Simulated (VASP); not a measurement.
# Sr (Fm-3m) in VASP: notebook, part 2 of 2

VASP 6.6.1. The steps go on from the part before.

## Step 3: Single point, HSE06

This run uses another cell than the first one, of 52.94 Å³/atom, 0.940 times its volume.

File POSCAR:

```
Sr
1.0
    0.0000000000      2.9802437979      2.9802437979
    2.9802437979      0.0000000000      2.9802437979
    2.9802437979      2.9802437979      0.0000000000
Sr
1
Direct
    0.0000000000      0.0000000000      0.0000000000
```

File INCAR.step1:

```
SYSTEM = Sr
PREC     = Accurate       ! precision mode
ENCUT    = 520            ! plane-wave cutoff, eV
EDIFF    = 1E-5           ! SCF threshold, eV
ISMEAR   = -1             ! smearing method
SIGMA    = 0.05           ! smearing width, eV
LREAL    = .FALSE.        ! projectors in reciprocal space
LASPH    = .TRUE.         ! aspherical terms in the spheres
NELM     = 100            ! most SCF steps
ALGO     = Normal         ! electronic algorithm
ISIF     = 2              ! what is computed and relaxed
LWAVE    = .TRUE.         ! write WAVECAR
LCHARG   = .FALSE.        ! write CHGCAR
NBANDS   = 11             ! bands
GGA      = PE             ! functional
```

File INCAR.step2:

```
SYSTEM = Sr
PREC     = Accurate       ! precision mode
ENCUT    = 520            ! plane-wave cutoff, eV
EDIFF    = 1E-6           ! SCF threshold, eV
ISMEAR   = -1             ! smearing method
SIGMA    = 0.05           ! smearing width, eV
LREAL    = .FALSE.        ! projectors in reciprocal space
LASPH    = .TRUE.         ! aspherical terms in the spheres
NELM     = 100            ! most SCF steps
ALGO     = Normal         ! electronic algorithm
ISIF     = 2              ! what is computed and relaxed
LWAVE    = .FALSE.        ! write WAVECAR
LCHARG   = .FALSE.        ! write CHGCAR
GGA      = PE             ! functional
LHFCALC  = .TRUE.         ! exact exchange
HFSCREEN = 0.2079         ! screening, 1/A
PRECFOCK = Normal       
NBANDS   = 11             ! bands
ISTART   = 1
```

File KPOINTS:

```
Automatic mesh
0
G
  4 4 4
  0 0 0
```

Potentials or basis: VASP PAW PBE potentials, release 64 (Sr_sv).

Run with:

```
> cat potpaw_PBE.64/Sr_sv/POTCAR > POTCAR
> cp INCAR.step1 INCAR
> mpirun -np 1 vasp_std > vasp.out
> cp INCAR.step2 INCAR
> mpirun -np 1 vasp_std > vasp.out
```

OUTCAR:

```text
SYSTEM = Sr
   PREC = Accurate
   ENCUT = 520
   EDIFF = 1E-6
   ISMEAR = -1
   LREAL = .FALSE.
   LASPH = .TRUE.
   NELM = 100
   ISIF = 2
   GGA = PE
   LHFCALC = .TRUE.
   HFSCREEN = 0.2079
   PRECFOCK = Normal
   ISTART = 1

 ion  position               nearest neighbor table
   1  0.000  0.000  0.000-

  LATTYP: Found a face centered cubic cell.
 ALAT       =     5.9604875958

  Lattice vectors:

 A1 = (   0.0000000000,   2.9802437979,   2.9802437979)
 A2 = (   2.9802437979,   0.0000000000,   2.9802437979)
 A3 = (   2.9802437979,   2.9802437979,   0.0000000000)

Analysis of symmetry for initial positions (statically):
=====================================================================
 Subroutine PRICEL returns:
 Original cell was already a primitive cell.

 Routine SETGRP: Setting up the symmetry group for a
 face centered cubic supercell.

 Subroutine GETGRP returns: Found 48 space group operations
 (whereof 48 operations were pure point group operations)
 out of a pool of 48 trial point group operations.

The static configuration has the point symmetry O_h .

Analysis of symmetry for dynamics (positions and initial velocities):
=====================================================================
 Subroutine PRICEL returns:
 Original cell was already a primitive cell.

 Routine SETGRP: Setting up the symmetry group for a
 face centered cubic supercell.

 Subroutine GETGRP returns: Found 48 space group operations
 (whereof 48 operations were pure point group operations)
 out of a pool of 48 trial point group operations.

The dynamic configuration has the point symmetry O_h .

 Subroutine INISYM returns: Found 48 space group operations
 (whereof 48 operations are pure point group operations),
 and found     1 'primitive' translations

----------------------------------------------------------------------------------------

                                     Primitive cell

  volume of cell :      52.9402

  direct lattice vectors                    reciprocal lattice vectors
     0.000000000  2.980243798  2.980243798    -0.167771509  0.167771509  0.167771509
     2.980243798  0.000000000  2.980243798     0.167771509 -0.167771509  0.167771509
     2.980243798  2.980243798  0.000000000     0.167771509  0.167771509 -0.167771509

  length of vectors
     4.214701198  4.214701198  4.214701198     0.290588778  0.290588778  0.290588778

  position of ions in fractional coordinates (direct lattice)
     0.000000000  0.000000000  0.000000000

  ion indices of the primitive-cell ions
   primitive index   ion index
                 1           1

----------------------------------------------------------------------------------------

 KPOINTS: Automatic mesh

Automatic generation of k-mesh.
 Grid dimensions read from file:
 generate k-points for:    4    4    4

 Generating k-lattice:

  Cartesian coordinates                     Fractional coordinates (reciprocal lattice)
    -0.041942877  0.041942877  0.041942877     0.250000000  0.000000000  0.000000000
     0.041942877 -0.041942877  0.041942877     0.000000000  0.250000000  0.000000000
[... 24 lines left out ...]
   number of dos      NEDOS =    301   number of ions     NIONS =      1
   total plane-waves  NPLWV =  32768
   dimension x,y,z NGX =    32 NGY =   32 NGZ =   32
   dimension x,y,z NGXF=    64 NGYF=   64 NGZF=   64
   ions per type =               1
   NGX,Y,Z   is equivalent  to a cutoff of  12.62, 12.62, 12.62 a.u.
   NGXF,Y,Z  is equivalent  to a cutoff of  25.24, 25.24, 25.24 a.u.
 SYSTEM =  Sr
   PREC   = accura    normal or accurate (medium, high low for compatibility)
   ISTART =      1    job   : 0-new  1-cont  2-samecut
   ICHARG =      0    charge: 1-file 2-atom 10-const
   ISPIN  =      1    spin polarized calculation?
   LNONCOLLINEAR =      F non collinear calculations
   LSORBIT =      F    spin-orbit coupling
   LASPH  =      T    aspherical Exc in radial PAW
   ENCUT  =  520.0 eV  38.22 Ry    6.18 a.u.   7.84  7.84  7.84*2*pi/ulx,y,z
   NELM   =    100;   NELMIN=  2; NELMDL=  0     # of ELM steps
   EDIFF  = 0.1E-05   stopping-criterion for ELM
   LREAL  =      F    real-space projection
   EDIFFG = 0.1E-04   stopping-criterion for IOM
   NSW    =      0    number of steps for IOM
   IBRION =     -1    ionic relax: 0-MD 1-quasi-New 2-CG
   NFREE  =      0    steps in history (QN), initial steepest desc. (CG)
   ISIF   =      2    stress and relaxation
   ISYM   =      3    0-nonsym 1-usesym 2-fastsym
   POTIM  = 0.5000    time-step for ionic-motion
   TEBEG  =    0.0;   TEEND  =   0.0 temperature during run
   PSTRESS=    0.0 pullay stress
   NELECT =      10.0000    total number of electrons
   NUPDOWN=      -1.0000    fix difference up-down
   EMIN   =  10.00;   EMAX   =-10.00  energy-range for DOS
   EFERMI =   0.00;   METHOD = LEGACY
   ISMEAR =    -1;   SIGMA  =   0.05  broadening in eV -4-tet -1-fermi 0-gaus
   EFERMI_NEDOS =   21; number of points for ismear=-14 and -15
   IALGO  =     38    algorithm
   IMIX   =      1    mixing-type and parameters
     AMIX     =   0.40;   BMIX     =  1.00
     AMIX_MAG =   1.60;   BMIX_MAG =  1.00
  volume/ion in A,a.u.               =      52.94       357.26
  Fermi-wavevector in a.u.,A,eV,Ry     =   0.939319  1.775055 12.004691  0.882320
  Thomas-Fermi vector in A             =   2.066619
   LORBIT       =      0    0 simple, 1 ext, 2 COOP (PROOUT), +10 PAW based schemes
   GGA     = PE    functional components
   LHFCALC =     T    Hartree Fock is set to
   PRECFOCK=normal    Normal, Fast or Accurate (Low or Medium for compatibility)
   ENCUT4O =  -1.0   cutoff for four orbital integrals eV
   NKREDX  =     1    reduce k-point grid by
   NKREDY  =     1    reduce k-point grid by
   NKREDZ  =     1    reduce k-point grid by
   AEXX    =    0.2500 exact exchange contribution
   HFSCREEN=    0.2079 screening length (either q_TF or 0.3 A-1)
   HFSCREENC=   0.2079 screening length for correlation (either q_TF or 0.3 A-1)
   ENCUTFOCK=  -1.0 apply spherical cutoff to Coloumb kernel
   IVDW    =     0    specifies the selected vdW correction
   LEPSILON=     F    determine dielectric tensor
   LRPA    =     F    only Hartree local field effects (RPA)
 non-spin polarized calculation
  energy-cutoff  :      520.00
  volume of cell :       52.94
 maximum number of plane-waves:      1458
  NGX = 24; NGY = 24; NGZ = 24

 number of electron      10.0000000 magnetization

 Free energy of the ion-electron system (eV)
  ---------------------------------------------------
  ext. energy  EPLUGINS =         0.00000000
  ---------------------------------------------------
  free energy    TOTEN  =        -1.66038416 eV

  energy without entropy =       -1.65288658  energy(sigma->0) =       -1.65663537

 E-fermi :   1.8360     XC(G=0):  -6.3037

 val. band max:        1.6897935906   @ k =   0.5000   0.0000   0.0000
 cond. band min:       1.8633770954   @ k =  -0.2500   0.5000   0.2500
 fundamental gap:      0.1735835048
 Fermi energy:         1.8359965600

 k-point     1 :       0.0000    0.0000    0.0000
  band No.  band energies     occupation
      1     -37.8114      2.00000
      2     -18.3898      2.00000
      3     -18.3898      2.00000
      4     -18.3898      2.00000
      5      -2.6543      2.00000
      6       4.7213      0.00000
      7       4.7213      0.00000
      8       4.7213      0.00000
      9       6.3617      0.00000
     10       6.3617      0.00000
     11       9.4574      0.00000
[... 85 lines left out ...]
 k-point     8 :      -0.2500    0.5000    0.2500
  band No.  band energies     occupation
      1     -37.7879      2.00000
      2     -18.5428      2.00000
      3     -18.5428      2.00000
      4     -18.4786      2.00000
      5       1.8634      0.73284
      6       2.6336      0.00000
      7       2.6336      0.00000
      8       4.4544      0.00000
      9       7.8875      0.00000
     10       8.0313      0.00000
     11       8.0644      0.00000

------------------------ aborting loop because EDIFF is reached ----------------------------------------

  FORCE on cell =-STRESS in cart. coord.  units (eV):
  Direction    XX          YY          ZZ          XY          YZ          ZX
  --------------------------------------------------------------------------------------
  -------------------------------------------------------------------------------------
  Total        0.4529870      0.4529870      0.4529870     -0.0000000     -0.0000000      0.0000000
  in kB       13.7091628     13.7091628     13.7091628     -0.0000000     -0.0000000      0.0000000
  external PRESSURE =      13.7091628 kB  Pullay stress =       0.0000000 kB

 VOLUME and BASIS-vectors are now :
 -----------------------------------------------------------------------------
  energy-cutoff  :      520.00
  volume of cell :       52.94
      direct lattice vectors                 reciprocal lattice vectors
     0.000000000  2.980243798  2.980243798    -0.167771509  0.167771509  0.167771509
     2.980243798  0.000000000  2.980243798     0.167771509 -0.167771509  0.167771509
     2.980243798  2.980243798  0.000000000     0.167771509  0.167771509 -0.167771509

 POSITION                                       TOTAL-FORCE (eV/Angst)
 -----------------------------------------------------------------------------------
      0.00000      0.00000      0.00000         0.000000      0.000000      0.000000
 -----------------------------------------------------------------------------------
    total drift:                                0.000004      0.000004      0.000003

  FREE ENERGIE OF THE ION-ELECTRON SYSTEM (eV)
  ---------------------------------------------------
  free  energy   TOTEN  =        -1.6603841633 eV

  energy  without entropy=       -1.6528865791  energy(sigma->0) =       -1.65663537
```

Run time: 2.1 min. Hardware: 1 thread of Intel Xeon Platinum 8488C (Sapphire Rapids), shared host; peak memory 0.27 GiB.

What came out:

```
Free energy            : -1.6604 eV
Pressure               : 1.4 GPa
Band gap on the k mesh : zero (band 5 reaches 1.86 eV, above the bottom of band 6 at 1.69 eV)
```

Caveat: the k points lie up to 0.46 Å⁻¹ apart; the PAW data sets were made with another functional, which shifts forces and pressure a little.

## Step 4: Single point, HSE06

This run uses another cell than the first one, of 54.07 Å³/atom, 0.960 times its volume.

File POSCAR:

```
Sr
1.0
    0.0000000000      3.0012321217      3.0012321217
    3.0012321217      0.0000000000      3.0012321217
    3.0012321217      3.0012321217      0.0000000000
Sr
1
Direct
    0.0000000000      0.0000000000      0.0000000000
```

File INCAR.step1:

```
PREC = Accurate
ENCUT = 520
EDIFF = 1E-5
ISMEAR = -1
SIGMA = 0.05
LREAL = F
LASPH = T
NELM = 100
ALGO = Normal
ISIF = 2
LWAVE = T
LCHARG = F
NBANDS = 11
GGA = PE
```

File INCAR.step2:

```
PREC = Accurate
ENCUT = 520
EDIFF = 1E-6
ISMEAR = -1
SIGMA = 0.05
LREAL = F
LASPH = T
NELM = 100
ALGO = Normal
ISIF = 2
LWAVE = F
LCHARG = F
GGA = PE
LHFCALC = T
HFSCREEN = 0.2079
PRECFOCK = Normal
NBANDS = 11
ISTART = 1
```

File KPOINTS:

```
Automatic mesh
0
Gamma
  4 4 4
```

Run with:

```
> cat potpaw_PBE.64/Sr_sv/POTCAR > POTCAR
> cp INCAR.step1 INCAR
> mpirun -np 1 vasp_std > vasp.out
> cp INCAR.step2 INCAR
> mpirun -np 1 vasp_std > vasp.out
```

It took 2.1 min on 1 thread of Intel Xeon Platinum 8488C (Sapphire Rapids), shared host; peak memory 0.27 GiB.

Results (log left out):

```
Free energy            : -1.6690 eV
Pressure               : 1.0 GPa
Band gap on the k mesh : zero (band 5 reaches 1.81 eV, above the bottom of band 6 at 1.59 eV)
```

Levels at points of the mesh, in eV from the Fermi level:
```csv
k point,band 1,band 2,band 3,band 4,band 5,band 6,band 7,band 8,band 9,band 10
"(0.00, 0.00, 0.00)",-39.70,-20.29,-20.29,-20.29,-4.47,2.85,2.85,2.85,4.45,4.45
"(0.50, 0.00, 0.00)",-39.69,-20.51,-20.32,-20.32,-1.25,-0.19,2.64,2.64,5.60,5.60
"(0.50, 0.50, 0.00)",-39.68,-20.49,-20.36,-20.36,-0.77,0.62,1.04,5.60,5.70,5.93
```

Caveat: the k points lie up to 0.45 Å⁻¹ apart; the PAW data sets were made with another functional, which shifts forces and pressure a little.

## Step 5: Single point, HSE06

This run uses another cell than the first one, of 55.19 Å³/atom, 0.980 times its volume.

File POSCAR:

```
Sr
1.0
    0.0000000000      3.0219309284      3.0219309284
    3.0219309284      0.0000000000      3.0219309284
    3.0219309284      3.0219309284      0.0000000000
Sr
1
Direct
    0.0000000000      0.0000000000      0.0000000000
```

File INCAR.step1:

```
PREC = Accurate
ENCUT = 520
EDIFF = 1E-5
ISMEAR = -1
SIGMA = 0.05
LREAL = False
LASPH = True
NELM = 60
ALGO = Normal
ISIF = 2
LWAVE = True
GGA = PE
NBANDS = 11
```

File INCAR.step2:

```
PREC = Accurate
ENCUT = 520
EDIFF = 1E-6
ISMEAR = -1
SIGMA = 0.05
LREAL = False
LASPH = True
NELM = 60
ALGO = Normal
ISIF = 2
LWAVE = False
LCHARG = True
GGA = PE
LHFCALC = True
HFSCREEN = 0.2079
PRECFOCK = Normal
LELF = True
LVHAR = True
ISTART = 1
NBANDS = 11
```

KPOINTS is that of step 4.

Run with:

```
> cat potpaw_PBE.64/Sr_sv/POTCAR > POTCAR
> cp INCAR.step1 INCAR
> mpirun -np 1 vasp_std > vasp.out
> cp INCAR.step2 INCAR
> mpirun -np 1 vasp_std > vasp.out
```

It took 2.1 min on 1 thread of Intel Xeon Platinum 8488C (Sapphire Rapids), shared host; peak memory 0.27 GiB.

It converged, with:

```
Free energy            : -1.6752 eV
Pressure               : 0.7 GPa
Band gap on the k mesh : zero (band 5 reaches 1.75 eV, above the bottom of band 6 at 1.49 eV)
```

Levels at points of the mesh, in eV from the Fermi level:
| k point | band 1 | band 2 | band 3 | band 4 | band 5 | band 6 | band 7 | band 8 | band 9 | band 10 |
| --- | --- | --- | --- | --- | --- | --- | --- | --- | --- | --- |
| (0.00, 0.00, 0.00) | -39.76 | -20.35 | -20.35 | -20.35 | -4.44 | 2.81 | 2.81 | 2.81 | 4.38 | 4.38 |
| (0.50, 0.00, 0.00) | -39.74 | -20.55 | -20.37 | -20.37 | -1.26 | -0.23 | 2.61 | 2.61 | 5.50 | 5.50 |
| (0.50, 0.50, 0.00) | -39.74 | -20.54 | -20.42 | -20.42 | -0.76 | 0.62 | 0.98 | 5.50 | 5.58 | 5.82 |

Caveat: the k points lie up to 0.45 Å⁻¹ apart; the PAW data sets were made with another functional, which shifts forces and pressure a little.

## Step 6: The runs side by side

```csv
level,potentials or basis,cell,k mesh,grid for exact exchange (PRECFOCK),screening parameter,gap on the mesh (eV),pressure (GPa)
LDA,"VASP PAW LDA potentials, release 64 (Sr_sv)","a = 4.303 Å, angles 60.0°, 1 atom",8 × 8 × 8,-,-,none,-1.6
HSE06,"VASP PAW PBE potentials, release 64 (Sr_sv)","a = 4.215 Å, angles 60.0°, 1 atom",4 × 4 × 4,Normal,0.2079 1/Å,none,1.4
HSE06,"VASP PAW PBE potentials, release 64 (Sr_sv)","a = 4.244 Å, angles 60.0°, 1 atom",4 × 4 × 4,Normal,0.2079 1/Å,none,1.0
HSE06,"VASP PAW PBE potentials, release 64 (Sr_sv)","a = 4.274 Å, angles 60.0°, 1 atom",4 × 4 × 4,Normal,0.2079 1/Å,none,0.7
```

Alike in all rows: task single point; no spin polarisation; cutoff (eV) 520; smearing fermi-dirac 0.05 eV.

Caveats: some runs use coarse meshes; the PAW data sets were made with another functional, which shifts forces and pressure a little (some runs).

Total energies depend on the potentials used, so only differences within one code and one set of settings carry meaning.
